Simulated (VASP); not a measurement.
# Al3Ga13As16 (P1) in VASP: single point with PBEsol

Aim: the single point of Al3Ga13As16 with PBEsol.

All numbers are computed with VASP 6.6.1; they aren't measurements. Logs are shortened: lines on timing, memory, paths and dates and some standing lists are left out, and cuts for length are marked.

## Step 1: The cell of the first run

The typed cell holds 64 atoms: a = 11.325 Å, b = 11.325 Å, c = 11.325 Å, α = 90.00°, β = 90.00°, γ = 90.00°.

## Step 2: Single point, PBEsol

Input file INCAR:

```
ALGO = Normal
EDIFF = 1E-6
ENCUT = 500
GGA = PS
GGA_COMPAT = F
ISIF = 2
ISMEAR = -1
ISYM = -1
LASPH = T
LCHARG = F
LREAL = Auto
LWAVE = F
NBANDS = 296
NELM = 120
PREC = Accurate
SIGMA = 0.05
```

Input file KPOINTS:

```
explicit points
1
Reciprocal
  0.25000000   0.25000000   0.25000000 1
```

Input file POSCAR:

```
Al3Ga13As16
1.0
   11.3249076995      0.0000000000      0.0000000000
    0.0000000000     11.3249076995      0.0000000000
    0.0000000000      0.0000000000     11.3249076995
Al Ga As
6 26 32
Direct
    0.9990420000      0.9992010000      0.9995500000
    0.9991530000      0.9989280000      0.4996750000
    0.4995520000      0.9990080000      0.4993590000
    0.4995490000      0.4992560000      0.4990980000
    0.4995620000      0.2493480000      0.2489040000
    0.4996100000      0.2491330000      0.7495110000
    0.9996860000      0.4995050000      0.9997540000
    0.9995420000      0.4994480000      0.4998590000
    0.4998380000      0.9993370000      0.9997560000
    0.4997550000      0.4997830000      0.9997030000
    0.2494730000      0.2501770000      0.0002340000
    0.2492960000      0.2502400000      0.5004330000
    0.2500900000      0.7498610000      0.0001130000
    0.2498040000      0.7498010000      0.5003060000
    0.7498330000      0.2502110000      0.9998960000
    0.7502880000      0.2498870000      0.5000400000
    0.7495110000      0.7495790000      0.0004650000
    0.7498500000      0.7495310000      0.5007070000
    0.2497830000      0.0003720000      0.2500340000
    0.2498050000      0.0000760000      0.7503790000
    0.2495280000      0.5005240000      0.2499060000
    0.2494900000      0.5002350000      0.7502860000
    0.7499960000      0.0000010000      0.2500560000
    0.7496410000      0.0001590000      0.7502730000
    0.7500700000      0.4999320000      0.2502250000
    0.7497920000      0.5001530000      0.7504300000
    0.0001950000      0.2500850000      0.2497350000
    0.9999670000      0.2499450000      0.7495290000
    0.0002510000      0.7494670000      0.2501370000
    0.0000590000      0.7493610000      0.7501220000
    0.5002160000      0.7498610000      0.2495390000
    0.5000380000      0.7496230000      0.7499340000
    0.1243300000      0.1244290000      0.1244690000
    0.1243780000      0.1242800000      0.6245090000
    0.1244900000      0.6247030000      0.1245320000
    0.1243950000      0.6244940000      0.6246090000
    0.6251270000      0.1241430000      0.1242970000
    0.6248280000      0.1241740000      0.6242360000
    0.6245040000      0.6241950000      0.1248220000
    0.6242730000      0.6241260000      0.6246290000
    0.3743890000      0.3755120000      0.1247910000
    0.3745780000      0.3752360000      0.6252990000
    0.3749560000      0.8750300000      0.1251280000
    0.3747180000      0.8747810000      0.6255310000
    0.8748260000      0.3748930000      0.1249620000
    0.8745990000      0.3749700000      0.6251030000
    0.8746790000      0.8743230000      0.1255960000
    0.8745080000      0.8744160000      0.6259120000
    0.3747290000      0.1253610000      0.3752520000
    0.3746880000      0.1248460000      0.8755100000
    0.3748700000      0.6254060000      0.3747610000
    0.3749420000      0.6249430000      0.8750170000
    0.8751640000      0.1251970000      0.3748080000
    0.8747770000      0.1253710000      0.8747530000
    0.8749320000      0.6248350000      0.3752410000
    0.8747740000      0.6248200000      0.8752510000
    0.1247310000      0.3749470000      0.3748010000
    0.1245010000      0.3747110000      0.8746790000
    0.1252740000      0.8746660000      0.3747910000
    0.1249740000      0.8746230000      0.8749110000
    0.6249410000      0.3740430000      0.3743850000
    0.6242920000      0.3745230000      0.8747210000
    0.6254190000      0.8743580000      0.3747560000
    0.6247000000      0.8745620000      0.8749720000
```

Potentials or basis: VASP PAW PBE potentials, release 64 (Al, Ga_d, As).

The run is started by

```
$ cat potpaw_PBE.64/Al/POTCAR potpaw_PBE.64/Ga_d/POTCAR potpaw_PBE.64/As/POTCAR > POTCAR
$ mpirun -np 1 vasp_std > vasp.out
```

OUTCAR:

```text
EDIFF = 1E-6
   ENCUT = 500
   GGA = PS
   ISIF = 2
   ISMEAR = -1
   ISYM = -1
   LASPH = T
   LREAL = Auto
   NELM = 120
   PREC = Accurate

 ion  position               nearest neighbor table
   1  0.999  0.999  1.000-  60 2.45  54 2.45  47 2.45  33 2.45
   2  0.999  0.999  0.500-  53 2.45  59 2.45  48 2.45  34 2.45
   3  0.500  0.999  0.499-  63 2.45  44 2.45  49 2.45  38 2.45
   4  0.500  0.499  0.499-  40 2.45  51 2.45  42 2.45  61 2.45
   5  0.500  0.249  0.249-  49 2.45  37 2.45  41 2.45  61 2.46
   6  0.500  0.249  0.750-  50 2.45  62 2.45  42 2.45  38 2.45
[... 56 lines left out ...]
  63  0.625  0.874  0.375-  31 2.45  23 2.45   3 2.45  18 2.45
  64  0.625  0.875  0.875-   9 2.45  32 2.45  24 2.45  17 2.45

IMPORTANT INFORMATION: All symmetrisations will be switched off!
NOSYMM: (Re-)initialisation of all symmetry stuff for point group C_1.

----------------------------------------------------------------------------------------

                                     Primitive cell

  volume of cell :    1452.4594

  direct lattice vectors                    reciprocal lattice vectors
    11.324907700  0.000000000  0.000000000     0.088300940  0.000000000  0.000000000
     0.000000000 11.324907700  0.000000000     0.000000000  0.088300940  0.000000000
     0.000000000  0.000000000 11.324907700     0.000000000  0.000000000  0.088300940

  length of vectors
    11.324907700 11.324907700 11.324907700     0.088300940  0.088300940  0.088300940

  position of ions in fractional coordinates (direct lattice)
     0.999042000  0.999201000  0.999550000
     0.999153000  0.998928000  0.499675000
     0.499552000  0.999008000  0.499359000
     0.499549000  0.499256000  0.499098000
     0.499562000  0.249348000  0.248904000
     0.499610000  0.249133000  0.749511000
[... 56 lines left out ...]
     0.625419000  0.874358000  0.374756000
     0.624700000  0.874562000  0.874972000

  ion indices of the primitive-cell ions
   primitive index   ion index
                 1           1
                 2           2
                 3           3
                 4           4
                 5           5
                 6           6
[... 56 lines left out ...]
                63          63
                64          64

----------------------------------------------------------------------------------------

 KPOINTS: explicit points

Read explicit list of k-points.

 Found      1 k-points:

 Following reciprocal coordinates:
            Coordinates               Weight
  0.250000  0.250000  0.250000      1.000000
   k-points           NKPTS =      1   k-points in BZ     NKDIM =      1   number of bands    NBANDS=    296
   number of dos      NEDOS =    301   number of ions     NIONS =     64
   total plane-waves  NPLWV = 592704
   dimension x,y,z NGX =    84 NGY =   84 NGZ =   84
   dimension x,y,z NGXF=   168 NGYF=  168 NGZF=  168
   ions per type =               6  26  32
   NGX,Y,Z   is equivalent  to a cutoff of  12.33, 12.33, 12.33 a.u.
   NGXF,Y,Z  is equivalent  to a cutoff of  24.66, 24.66, 24.66 a.u.
 SYSTEM =  unknown system
   PREC   = accura    normal or accurate (medium, high low for compatibility)
   ISTART =      0    job   : 0-new  1-cont  2-samecut
   ICHARG =      2    charge: 1-file 2-atom 10-const
   ISPIN  =      1    spin polarized calculation?
   LNONCOLLINEAR =      F non collinear calculations
   LSORBIT =      F    spin-orbit coupling
   LASPH  =      T    aspherical Exc in radial PAW
   ENCUT  =  500.0 eV  36.75 Ry    6.06 a.u.  20.65 20.65 20.65*2*pi/ulx,y,z
   NELM   =    120;   NELMIN=  2; NELMDL= -5     # of ELM steps
   EDIFF  = 0.1E-05   stopping-criterion for ELM
   LREAL  =      T    real-space projection
   EDIFFG = 0.1E-04   stopping-criterion for IOM
   NSW    =      0    number of steps for IOM
   IBRION =     -1    ionic relax: 0-MD 1-quasi-New 2-CG
   NFREE  =      0    steps in history (QN), initial steepest desc. (CG)
   ISIF   =      2    stress and relaxation
   ISYM   =     -1    0-nonsym 1-usesym 2-fastsym
   POTIM  = 0.5000    time-step for ionic-motion
   TEBEG  =    0.0;   TEEND  =   0.0 temperature during run
   PSTRESS=    0.0 pullay stress
   NELECT =     516.0000    total number of electrons
   NUPDOWN=      -1.0000    fix difference up-down
   EMIN   =  10.00;   EMAX   =-10.00  energy-range for DOS
   EFERMI =   0.00;   METHOD = LEGACY
   ISMEAR =    -1;   SIGMA  =   0.05  broadening in eV -4-tet -1-fermi 0-gaus
   EFERMI_NEDOS =   21; number of points for ismear=-14 and -15
   IALGO  =     38    algorithm
   IMIX   =      4    mixing-type and parameters
     AMIX     =   0.40;   BMIX     =  1.00
     AMIX_MAG =   1.60;   BMIX_MAG =  1.00
  volume/ion in A,a.u.               =      22.69       153.15
  Fermi-wavevector in a.u.,A,eV,Ry     =   1.159463  2.191067 18.291039  1.344353
  Thomas-Fermi vector in A             =   2.296055
   LORBIT       =      0    0 simple, 1 ext, 2 COOP (PROOUT), +10 PAW based schemes
   GGA     = PS    functional components
   LHFCALC =     F    Hartree Fock is set to
   AEXX    =    0.0000 exact exchange contribution
   IVDW    =     0    specifies the selected vdW correction
   LEPSILON=     F    determine dielectric tensor
   LRPA    =     F    only Hartree local field effects (RPA)
 non-spin polarized calculation
  energy-cutoff  :      500.00
  volume of cell :     1452.46
 maximum number of plane-waves:     36903
 NGX is ok and might be reduce to    84
   NGX = 41   NGY = 41   NGZ = 41

 number of electron     516.0000487 magnetization

 Free energy of the ion-electron system (eV)
  ---------------------------------------------------
  ext. energy  EPLUGINS =         0.00000000
  ---------------------------------------------------
  free energy    TOTEN  =      -296.57513060 eV

  energy without entropy =     -296.57512778  energy(sigma->0) =     -296.57512919

 E-fermi :   4.2779     XC(G=0):  -9.6468

 val. band max:        3.5490482613   @ k =   0.2500   0.2500   0.2500
 cond. band min:       4.9726636049   @ k =   0.2500   0.2500   0.2500
 fundamental gap:      1.4236153437
 Fermi energy:         4.2779295551

 k-point     1 :       0.2500    0.2500    0.2500
  band No.  band energies     occupation
      1     -11.0216      2.00000
      2     -11.0198      2.00000
      3     -11.0183      2.00000
      4     -11.0160      2.00000
      5     -11.0150      2.00000
      6     -11.0118      2.00000
[... 262 lines left out ...]
    269       5.9853      0.00000
    270       6.0866      0.00000
 [bands above 270 left out]

------------------------ aborting loop because EDIFF is reached ----------------------------------------

  FORCE on cell =-STRESS in cart. coord.  units (eV):
  Direction    XX          YY          ZZ          XY          YZ          ZX
  --------------------------------------------------------------------------------------
  -------------------------------------------------------------------------------------
  Total        1.6534687      1.7018640      1.7253861     -6.9577794     -6.9203896     -6.9307158
  in kB        1.8239064      1.8772902      1.9032370     -7.6749795     -7.6337356     -7.6451263
  external PRESSURE =       1.8681445 kB  Pullay stress =       0.0000000 kB

 VOLUME and BASIS-vectors are now :
 -----------------------------------------------------------------------------
  energy-cutoff  :      500.00
  volume of cell :     1452.46
      direct lattice vectors                 reciprocal lattice vectors
    11.324907700  0.000000000  0.000000000     0.088300940  0.000000000  0.000000000
     0.000000000 11.324907700  0.000000000     0.000000000  0.088300940  0.000000000
     0.000000000  0.000000000 11.324907700     0.000000000  0.000000000  0.088300940

 POSITION                                       TOTAL-FORCE (eV/Angst)
 -----------------------------------------------------------------------------------
     11.31406     11.31586     11.31981         0.001256      0.001526      0.001408
     11.31532     11.31277      5.65877         0.006392     -0.003715      0.003222
      5.65738     11.31367      5.65519        -0.001477      0.000519     -0.008205
      5.65735      5.65403      5.65224        -0.002383     -0.008789      0.001413
      5.65749      2.82384      2.81881         0.005288     -0.002918     -0.002547
      5.65804      2.82141      8.48814        -0.002078      0.001615     -0.008158
[... 56 lines left out ...]
      7.08281      9.90202      4.24408        -0.002026     -0.008343     -0.002599
      7.07467      9.90433      9.90898        -0.005077     -0.012061     -0.008346
 -----------------------------------------------------------------------------------
    total drift:                               -0.087723     -0.065500     -0.032863

  FREE ENERGIE OF THE ION-ELECTRON SYSTEM (eV)
  ---------------------------------------------------
  free  energy   TOTEN  =      -296.5751305975 eV

  energy  without entropy=     -296.5751277772  energy(sigma->0) =     -296.57512919
```

It took 18 min on 1 thread of Intel Xeon Platinum 8175M at 2.50GHz (Skylake/Cascade Lake), shared host; peak memory 1.2 GiB.

What came out:

| Quantity | Value |
| --- | --- |
| Free energy | -296.5751 eV |
| Pressure | 0.2 GPa |
| Largest force | 0.027 eV/Å |
| Band gap on the k mesh | 1.42 eV |

Forces in eV/Å, atoms in the order of the input:
```
Al   0.001  0.002  0.001
Al   0.006 -0.004  0.003
Al  -0.001  0.001 -0.008
Al  -0.002 -0.009  0.001
Al   0.005 -0.003 -0.003
Al  -0.002  0.002 -0.008
Ga   0.002  0.012  0.008
Ga   0.006  0.006  0.004
Ga   0.003  0.004 -0.003
Ga   0.000  0.004  0.003
Ga   0.003  0.003 -0.006
Ga   0.006 -0.001 -0.001
Ga   0.001  0.007  0.004
Ga   0.001 -0.001  0.002
Ga   0.001  0.000  0.003
Ga  -0.001  0.002  0.002
Ga   0.000  0.002  0.001
Ga   0.001 -0.005  0.000
Ga   0.008 -0.001  0.000
Ga  -0.006 -0.001  0.002
Ga  -0.001  0.005  0.004
Ga   0.006  0.001 -0.005
Ga  -0.001 -0.001 -0.002
Ga  -0.002 -0.001  0.007
Ga   0.004  0.004  0.000
Ga   0.002  0.002  0.003
Ga   0.000 -0.001  0.000
Ga   0.001  0.000  0.002
Ga  -0.005 -0.004  0.002
Ga   0.003  0.000  0.004
Ga   0.003 -0.001  0.003
Ga   0.007  0.005  0.006
As   0.000  0.004  0.007
As   0.000  0.001  0.008
As  -0.006 -0.009 -0.010
As  -0.001 -0.005 -0.004
As  -0.001  0.005 -0.005
As   0.009  0.002  0.000
As  -0.001  0.001 -0.004
As   0.004  0.009  0.001
As   0.004  0.002 -0.008
As  -0.017  0.003  0.007
As  -0.005 -0.001  0.000
As  -0.003 -0.011  0.013
As  -0.001 -0.007 -0.001
As  -0.005 -0.003 -0.002
As   0.003  0.003  0.004
As   0.006  0.004 -0.007
As  -0.024  0.004  0.012
As  -0.006 -0.013  0.023
As  -0.003  0.016 -0.010
As   0.003  0.000 -0.001
As  -0.006  0.016 -0.014
As  -0.009  0.015 -0.012
As   0.000 -0.007  0.003
As  -0.005 -0.009  0.000
As  -0.010 -0.003 -0.006
As  -0.003 -0.009  0.003
As   0.006 -0.011 -0.004
As   0.013 -0.020 -0.009
As   0.009  0.010  0.000
As   0.007  0.005 -0.004
As  -0.002 -0.008 -0.003
As  -0.005 -0.012 -0.008
```

Caveat: the PAW data sets were made with another functional, which shifts forces and pressure a little; a shifted mesh leaves out Γ, where band edges can lie.
